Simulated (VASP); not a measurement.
Runs of VASP 6.6.1 on Ca. The structure is that of space group I4/mmm (No. 139), or close to it. The cells are those of the table. 

```tsv
cell	gap on the mesh (eV)	pressure (GPa)
a = 3.886 Å, angles 107.3, 107.3, 113.9°, 1 atom	none	-0.6
a = 3.902 Å, angles 105.4, 105.4, 118.0°, 1 atom	none	-0.6
a = 3.930 Å, angles 103.5, 103.5, 122.2°, 1 atom	none	(a)
a = 3.910 Å, angles 114.7, 114.7, 99.4°, 1 atom	none	-0.6
a = 3.976 Å, angles 101.5, 101.5, 126.9°, 1 atom	none	-0.1
```

Alike in all rows: task single point; level r2SCAN; potentials or basis VASP PAW PBE potentials, release 64 (Ca_sv); no spin polarisation; k mesh 16 × 16 × 16; cutoff (eV) 520; smearing gaussian 0.15 eV.

Q: Estimate the missing entries.

A: (a) -0.5.

Caveats: the PAW data sets were made with another functional, which shifts forces and pressure a little.

A gap of «none» marks levels without a gap at the run's occupations.
